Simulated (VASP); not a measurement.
# Ti (I4/mmm) in VASP: a series of runs

The runs below take Ti through single point, with PBEsol.

Everything below comes from runs of VASP 6.6.1. Logs are shortened: lines on timing, memory, paths and dates and some standing lists are left out, and cuts for length are marked.

## 1. The cell of the first run

The structure is tetragonal, space group I4/mmm (No. 139). The conventional cell has a = 3.380 Å, b = 3.380 Å, c = 3.233 Å, α = 90.00°, β = 90.00°, γ = 90.00°. Within 3.8 Å of Ti (site symmetry 4/mmm) lie 14 Ti at 2.89 to 3.38 Å.

## 2. Single point, PBEsol (strain +0.030 along x and y, -0.015 along z)

File INCAR:

```
PREC     = Accurate       # precision mode
ENCUT    = 520            # plane-wave cutoff, eV
EDIFF    = 1E-6           # SCF threshold, eV
ISMEAR   = 0              # smearing method
SIGMA    = 0.15           # smearing width, eV
LREAL    = F              # projectors in reciprocal space
LASPH    = T              # aspherical terms in the spheres
NELM     = 80             # most SCF steps
ALGO     = Fast           # electronic algorithm
ISIF     = 2              # what is computed and relaxed
LWAVE    = F              # write WAVECAR
LCHARG   = F              # write CHGCAR
GGA      = PS             # functional
NBANDS   = 12             # bands
```

File KPOINTS:

```
regular mesh
0
Gamma
  20 20 20
```

File POSCAR:

```
Ti
1.0
   -1.6902300000      1.6902300000      1.6163850000
    1.6902300000     -1.6902300000      1.6163850000
    1.6902300000      1.6902300000     -1.6163850000
Ti
1
Direct
    0.0000000000      0.0000000000      0.0000000000
```

Potentials or basis: VASP PAW PBE potentials, release 64 (Ti_sv).

Run with:

```console
$ cat potpaw_PBE.64/Ti_sv/POTCAR > POTCAR
$ mpirun -np 1 vasp_std > vasp.out
```

OUTCAR:

```text
PREC = Accurate
   ENCUT = 520
   EDIFF = 1E-6
   ISMEAR = 0
   LREAL = F
   LASPH = T
   NELM = 80
   ISIF = 2
   GGA = PS

 ion  position               nearest neighbor table
   1  0.000  0.000  0.000-

  LATTYP: Found a body centered tetragonal cell.
 ALAT       =     3.3804600000
 C/A-ratio  =     0.9563106796

  Lattice vectors:

 A1 = (  -1.6902300000,   1.6902300000,   1.6163850000)
 A2 = (   1.6902300000,  -1.6902300000,   1.6163850000)
 A3 = (   1.6902300000,   1.6902300000,  -1.6163850000)

Analysis of symmetry for initial positions (statically):
=====================================================================
 Subroutine PRICEL returns:
 Original cell was already a primitive cell.

 Routine SETGRP: Setting up the symmetry group for a
 body centered tetragonal supercell.

 Subroutine GETGRP returns: Found 16 space group operations
 (whereof 16 operations were pure point group operations)
 out of a pool of 16 trial point group operations.

The static configuration has the point symmetry D_4h.

Analysis of symmetry for dynamics (positions and initial velocities):
=====================================================================
 Subroutine PRICEL returns:
 Original cell was already a primitive cell.

 Routine SETGRP: Setting up the symmetry group for a
 body centered tetragonal supercell.

 Subroutine GETGRP returns: Found 16 space group operations
 (whereof 16 operations were pure point group operations)
 out of a pool of 16 trial point group operations.

The dynamic configuration has the point symmetry D_4h.

 Subroutine INISYM returns: Found 16 space group operations
 (whereof 16 operations are pure point group operations),
 and found     1 'primitive' translations

----------------------------------------------------------------------------------------

                                     Primitive cell

  volume of cell :      18.4713

  direct lattice vectors                    reciprocal lattice vectors
    -1.690230000  1.690230000  1.616385000     0.000000000  0.295817729  0.309332244
     1.690230000 -1.690230000  1.616385000     0.295817729  0.000000000  0.309332244
     1.690230000  1.690230000 -1.616385000     0.295817729  0.295817729  0.000000000

  length of vectors
     2.885559803  2.885559803  2.885559803     0.428012344  0.428012344  0.418349444

  position of ions in fractional coordinates (direct lattice)
     0.000000000  0.000000000  0.000000000

  ion indices of the primitive-cell ions
   primitive index   ion index
                 1           1

----------------------------------------------------------------------------------------

 KPOINTS: regular mesh

Automatic generation of k-mesh.
 Grid dimensions read from file:
 generate k-points for:   20   20   20

 Generating k-lattice:

  Cartesian coordinates                     Fractional coordinates (reciprocal lattice)
     0.000000000  0.014790886  0.015466612     0.050000000  0.000000000  0.000000000
     0.014790886  0.000000000  0.015466612     0.000000000  0.050000000  0.000000000
     0.014790886  0.014790886  0.000000000     0.000000000  0.000000000  0.050000000

  Length of vectors
     0.021400617  0.021400617  0.020917472

  Shift w.r.t. Gamma in fractional coordinates (k-lattice)
     0.000000000  0.000000000  0.000000000

 Subroutine IBZKPT returns following result:
 ===========================================

 Found    641 irreducible k-points:

 Following reciprocal coordinates:
            Coordinates               Weight
  0.000000  0.000000  0.000000      1.000000
  0.050000 -0.000000  0.000000      8.000000
  0.100000  0.000000 -0.000000      8.000000
  0.150000 -0.000000  0.000000      8.000000
  0.200000  0.000000 -0.000000      8.000000
  0.250000 -0.000000  0.000000      8.000000
[... 16 lines left out ...]
 -0.400000  0.050000 -0.000000     16.000000
 -0.350000  0.050000  0.000000     16.000000
 [... further k-points ...]
   k-points           NKPTS =    641   k-points in BZ     NKDIM =    641   number of bands    NBANDS=     12
   number of dos      NEDOS =    301   number of ions     NIONS =      1
   total plane-waves  NPLWV =  13824
   dimension x,y,z NGX =    24 NGY =   24 NGZ =   24
   dimension x,y,z NGXF=    48 NGYF=   48 NGZF=   48
   ions per type =               1
   NGX,Y,Z   is equivalent  to a cutoff of  13.83, 13.83, 13.83 a.u.
   NGXF,Y,Z  is equivalent  to a cutoff of  27.65, 27.65, 27.65 a.u.
 SYSTEM =  unknown system
   PREC   = accura    normal or accurate (medium, high low for compatibility)
   ISTART =      0    job   : 0-new  1-cont  2-samecut
   ICHARG =      2    charge: 1-file 2-atom 10-const
   ISPIN  =      1    spin polarized calculation?
   LNONCOLLINEAR =      F non collinear calculations
   LSORBIT =      F    spin-orbit coupling
   LASPH  =      T    aspherical Exc in radial PAW
   ENCUT  =  520.0 eV  38.22 Ry    6.18 a.u.   5.37  5.37  5.37*2*pi/ulx,y,z
   NELM   =     80;   NELMIN=  2; NELMDL= -5     # of ELM steps
   EDIFF  = 0.1E-05   stopping-criterion for ELM
   LREAL  =      F    real-space projection
   EDIFFG = 0.1E-04   stopping-criterion for IOM
   NSW    =      0    number of steps for IOM
   IBRION =     -1    ionic relax: 0-MD 1-quasi-New 2-CG
   NFREE  =      0    steps in history (QN), initial steepest desc. (CG)
   ISIF   =      2    stress and relaxation
   ISYM   =      2    0-nonsym 1-usesym 2-fastsym
   POTIM  = 0.5000    time-step for ionic-motion
   TEBEG  =    0.0;   TEEND  =   0.0 temperature during run
   PSTRESS=    0.0 pullay stress
   NELECT =      12.0000    total number of electrons
   NUPDOWN=      -1.0000    fix difference up-down
   EMIN   =  10.00;   EMAX   =-10.00  energy-range for DOS
   EFERMI =   0.00;   METHOD = LEGACY
   ISMEAR =     0;   SIGMA  =   0.15  broadening in eV -4-tet -1-fermi 0-gaus
   EFERMI_NEDOS =   21; number of points for ismear=-14 and -15
   IALGO  =     68    algorithm
   IMIX   =      4    mixing-type and parameters
     AMIX     =   0.40;   BMIX     =  1.00
     AMIX_MAG =   1.60;   BMIX_MAG =  1.00
  volume/ion in A,a.u.               =      18.47       124.65
  Fermi-wavevector in a.u.,A,eV,Ry     =   1.417870  2.679386 27.352548  2.010356
  Thomas-Fermi vector in A             =   2.539055
   LORBIT       =      0    0 simple, 1 ext, 2 COOP (PROOUT), +10 PAW based schemes
   GGA     = PS    functional components
   LHFCALC =     F    Hartree Fock is set to
   AEXX    =    0.0000 exact exchange contribution
   IVDW    =     0    specifies the selected vdW correction
   LEPSILON=     F    determine dielectric tensor
   LRPA    =     F    only Hartree local field effects (RPA)
 non-spin polarized calculation
 RMM-DIIS sequential band-by-band and
 Gauss-broadening in eV      SIGMA  =   0.15
  energy-cutoff  :      520.00
  volume of cell :       18.47
 maximum number of plane-waves:       512
 NGX is ok and might be reduce to    24
   NGX = 11   NGY = 11   NGZ = 11

 number of electron      12.0000001 magnetization

 Free energy of the ion-electron system (eV)
  ---------------------------------------------------
  ext. energy  EPLUGINS =         0.00000000
  ---------------------------------------------------
  free energy    TOTEN  =        -8.18140789 eV

  energy without entropy =       -8.15256238  energy(sigma->0) =       -8.16698513

 E-fermi :   7.3429     XC(G=0): -11.3416

 val. band max:        7.3414137563   @ k =  -0.4000   0.1500   0.0500
 cond. band min:       7.3429554423   @ k =   0.2000   0.2000  -0.0000
 fundamental gap:      0.0015416860
 Fermi energy:         7.3429193170

 k-point     1 :       0.0000    0.0000    0.0000
  band No.  band energies     occupation
      1     -49.0891      2.00000
      2     -25.1072      2.00000
      3     -25.1031      2.00000
      4     -25.1031      2.00000
      5       1.5235      2.00000
      6       8.0700      0.00000
      7       8.3711      0.00000
      8       8.3711      0.00000
      9       9.7122      0.00000
     10      10.0640      0.00000
     11      24.0678      0.00000
     12      24.0678      0.00000

 k-point     2 :       0.0500   -0.0000    0.0000
  band No.  band energies     occupation
      1     -49.0866      2.00000
      2     -25.1197      2.00000
      3     -25.1077      2.00000
      4     -25.1051      2.00000
      5       1.6060      2.00000
      6       8.0767      0.00000
      7       8.3590      0.00000
      8       8.3841      0.00000
      9       9.7088      0.00000
     10      10.0309      0.00000
     11      24.0108      0.00000
     12      24.1396      0.00000

 k-point     3 :       0.1000    0.0000   -0.0000
  band No.  band energies     occupation
      1     -49.0791      2.00000
      2     -25.1604      2.00000
      3     -25.1209      2.00000
      4     -25.1061      2.00000
      5       1.8494      2.00000
      6       8.0306      0.00000
      7       8.3111      0.00000
      8       8.4924      0.00000
      9       9.6960      0.00000
     10       9.9600      0.00000
     11      23.7314      0.00000
     12      24.3536      0.00000

 k-point     4 :       0.1500   -0.0000    0.0000
  band No.  band energies     occupation
      1     -49.0675      2.00000
      2     -25.2235      2.00000
      3     -25.1414      2.00000
      4     -25.1074      2.00000
      5       2.2404      2.00000
      6       7.8925      0.00000
      7       8.2011      0.00000
      8       8.7428      0.00000
      9       9.6770      0.00000
     10       9.9125      0.00000
     11      23.0321      0.00000
     12      23.9197      0.00000

 k-point     5 :       0.2000    0.0000   -0.0000
  band No.  band energies     occupation
      1     -49.0528      2.00000
      2     -25.3024      2.00000
      3     -25.1671      2.00000
      4     -25.1091      2.00000
      5       2.7545      2.00000
      6       7.7028      0.00069
      7       8.0223      0.00000
      8       9.1022      0.00000
      9       9.6810      0.00000
     10       9.9170      0.00000
     11      21.9408      0.00000
     12      23.2823      0.00000
[... 228 lines left out ...]
      1     -48.9833      2.00000
      2     -25.6535      2.00000
      3     -25.2888      2.00000
      4     -25.1220      2.00000
      5       5.0654      2.00000
      6       6.8898      1.99998
      7       8.2694      0.00000
      8       9.9075      0.00000
      9      10.3568      0.00000
     10      11.3665      0.00000
     11      15.6447      0.00000
     12      20.1407      0.00000

 k-point    22 :      -0.4500    0.0500   -0.0000
  band No.  band energies     occupation
      1     -48.9886      2.00000
      2     -25.6278      2.00000
      3     -25.2798      2.00000
      4     -25.1211      2.00000
      5       4.9714      2.00000
      6       6.9471      1.99981
      7       8.0116      0.00000
      8       9.9128      0.00000
      9      10.2778      0.00000
     10      11.1585      0.00000
     11      16.2631      0.00000
     12      20.3502      0.00000

 k-point    23 :      -0.4000    0.0500   -0.0000
  band No.  band energies     occupation
      1     -48.9984      2.00000
      2     -25.5791      2.00000
      3     -25.2626      2.00000
      4     -25.1196      2.00000
      5       4.7238      2.00000
      6       7.0559      1.99319
      7       7.7278      0.00028
      8       9.8935      0.00000
      9      10.1659      0.00000
     10      10.7927      0.00000
     11      17.3076      0.00000
     12      20.7516      0.00000

 k-point    24 :      -0.3500    0.0500    0.0000
  band No.  band energies     occupation
      1     -49.0117      2.00000
      2     -25.5121      2.00000
      3     -25.2387      2.00000
      4     -25.1178      2.00000
      5       4.2789      2.00000
      6       7.2083      1.79554
      7       7.6169      0.00978
      8       9.8186      0.00000
      9      10.0705      0.00000
     10      10.3408      0.00000
     11      18.5942      0.00000
     12      21.3099      0.00000

 [... further k-points ...]
[... 5 lines left out ...]
  --------------------------------------------------------------------------------------
  -------------------------------------------------------------------------------------
  Total       -1.1455206     -1.1455206     -1.3073118      0.0000000     -0.0000000      0.0000000
  in kB      -99.3612570    -99.3612570   -113.3948519      0.0000000     -0.0000000      0.0000000
  external PRESSURE =    -104.0391220 kB  Pullay stress =       0.0000000 kB

 VOLUME and BASIS-vectors are now :
 -----------------------------------------------------------------------------
  energy-cutoff  :      520.00
  volume of cell :       18.47
      direct lattice vectors                 reciprocal lattice vectors
    -1.690230000  1.690230000  1.616385000     0.000000000  0.295817729  0.309332244
     1.690230000 -1.690230000  1.616385000     0.295817729  0.000000000  0.309332244
     1.690230000  1.690230000 -1.616385000     0.295817729  0.295817729  0.000000000

 POSITION                                       TOTAL-FORCE (eV/Angst)
 -----------------------------------------------------------------------------------
      0.00000      0.00000      0.00000        -0.000000      0.000000      0.000000
 -----------------------------------------------------------------------------------
    total drift:                                0.000000      0.000000     -0.000000

  FREE ENERGIE OF THE ION-ELECTRON SYSTEM (eV)
  ---------------------------------------------------
  free  energy   TOTEN  =        -8.1814078904 eV

  energy  without entropy=       -8.1525623757  energy(sigma->0) =       -8.16698513
```

It took 66 s on 1 thread of Intel Xeon 6975P-C (Granite Rapids), shared host; peak memory 0.25 GiB.

What came out:

```
Free energy            : -8.1814 eV
Pressure               : -10.4 GPa
Band gap on the k mesh : zero (band 6 reaches 8.26 eV, above the bottom of band 7 at 6.74 eV)
```

Stress tensor (GPa, compression positive):
```
 -9.94   0.00   0.00
  0.00  -9.94   0.00
  0.00   0.00 -11.34
```

Caveat: the cell differs from its parent crystal (strain +0.030 along x and y, -0.015 along z); the PAW data sets were made with another functional, which shifts forces and pressure a little.

## 3. Single point, PBEsol (strain +0.030 along x and y, +0.000 along z)

File INCAR:

```
SYSTEM = Ti
PREC = Accurate
ENCUT = 520
EDIFF = 1E-6
ISMEAR = 0
SIGMA = 0.15
LREAL = .FALSE.
LASPH = .TRUE.
NELM = 80
ALGO = Fast
ISIF = 2
LWAVE = .FALSE.
LCHARG = .TRUE.
GGA = PS
LELF = .TRUE.
LVHAR = .TRUE.
NBANDS = 12
```

File KPOINTS:

```
regular mesh
0
G
  20 20 20
  0 0 0
```

File POSCAR:

```
Ti
1.0
   -1.6902300000      1.6902300000      1.6410000000
    1.6902300000     -1.6902300000      1.6410000000
    1.6902300000      1.6902300000     -1.6410000000
Ti
1
Direct
    0.0000000000      0.0000000000      0.0000000000
```

Potentials or basis: VASP PAW PBE potentials, release 64 (Ti_sv).

Run with:

```console
$ cat potpaw_PBE.64/Ti_sv/POTCAR > POTCAR
$ mpirun -np 1 vasp_std > vasp.out
```

Run time: 69 s. Hardware: 1 thread of Intel Xeon 6975P-C (Granite Rapids), shared host; peak memory 0.25 GiB.

Results (log left out):

```
Free energy            : -8.1609 eV
Pressure               : -11.6 GPa
Band gap on the k mesh : zero (band 6 reaches 8.09 eV, above the bottom of band 7 at 6.60 eV)
```

Stress tensor (GPa, compression positive):
```
-11.29   0.00   0.00
  0.00 -11.29   0.00
  0.00   0.00 -12.18
```

Levels at points of the mesh, in eV from the Fermi level:
| k point | band 2 | band 3 | band 4 | band 5 | band 6 | band 7 | band 8 | band 9 | band 10 | band 11 |
| --- | --- | --- | --- | --- | --- | --- | --- | --- | --- | --- |
| (0.00, 0.00, 0.00) | -32.49 | -32.49 | -32.49 | -5.78 | 0.78 | 0.98 | 0.98 | 2.40 | 2.62 | 16.71 |
| (0.50, 0.00, 0.00) | -33.02 | -32.66 | -32.50 | -2.28 | -0.41 | 1.01 | 2.53 | 2.88 | 3.89 | 8.03 |
| (0.50, 0.50, 0.00) | -33.02 | -32.65 | -32.48 | -2.29 | -0.18 | 0.82 | 2.34 | 2.75 | 3.86 | 7.82 |
| (0.50, 0.50, 0.50) | -32.87 | -32.87 | -32.84 | -1.90 | -1.83 | 3.55 | 3.55 | 3.60 | 7.49 | 7.49 |

Caveat: the cell differs from its parent crystal (strain +0.030 along x and y, +0.000 along z); the PAW data sets were made with another functional, which shifts forces and pressure a little.

## 4. Single point, PBEsol (strain +0.015 along x and y, +0.030 along z)

File INCAR:

```
SYSTEM = Ti
  PREC = Accurate
  ENCUT = 520
  EDIFF = 1E-6
  ISMEAR = 0
  SIGMA = 0.15
  LREAL = .FALSE.
  LASPH = .TRUE.
  NELM = 100
  ALGO = Fast
  ISIF = 2
  LWAVE = .FALSE.
  LCHARG = .FALSE.
  GGA = PS
  NBANDS = 12
```

KPOINTS is that of step 3.

File POSCAR:

```
Ti
1.0
   -1.6656150000      1.6656150000      1.6902300000
    1.6656150000     -1.6656150000      1.6902300000
    1.6656150000      1.6656150000     -1.6902300000
Ti
1
Direct
    0.0000000000      0.0000000000      0.0000000000
```

Run with:

```console
$ cat potpaw_PBE.64/Ti_sv/POTCAR > POTCAR
$ mpirun -np 1 vasp_std > vasp.out
```

Run time: 75 s. Hardware: 1 thread of Intel Xeon 6975P-C (Granite Rapids), shared host; peak memory 0.25 GiB.

It converged, with:

```yaml
Free_energy: -8.1599 eV
Pressure: -11.5 GPa
Band_gap_on_the_k_mesh: zero (band 6 reaches 8.07 eV, above the bottom of band 7 at 6.59 eV)
```

Stress tensor (GPa, compression positive):
```
-11.65   0.00   0.00
  0.00 -11.65   0.00
  0.00   0.00 -11.27
```

Levels at points of the mesh, in eV from the Fermi level:
| k point | band 2 | band 3 | band 4 | band 5 | band 6 | band 7 | band 8 | band 9 | band 10 | band 11 |
| --- | --- | --- | --- | --- | --- | --- | --- | --- | --- | --- |
| (0.00, 0.00, 0.00) | -32.49 | -32.49 | -32.48 | -5.78 | 0.88 | 0.88 | 0.97 | 2.47 | 2.57 | 16.72 |
| (0.50, 0.00, 0.00) | -33.02 | -32.65 | -32.49 | -2.28 | -0.30 | 0.91 | 2.45 | 2.80 | 3.87 | 7.93 |
| (0.50, 0.50, 0.00) | -33.01 | -32.66 | -32.49 | -2.28 | -0.41 | 1.00 | 2.56 | 2.84 | 3.89 | 8.03 |
| (0.50, 0.50, 0.50) | -32.86 | -32.85 | -32.85 | -1.88 | -1.84 | 3.55 | 3.58 | 3.58 | 7.49 | 7.89 |

Caveat: the cell differs from its parent crystal (strain +0.015 along x and y, +0.030 along z); the PAW data sets were made with another functional, which shifts forces and pressure a little.

(Part 1 of 2 ends here.)
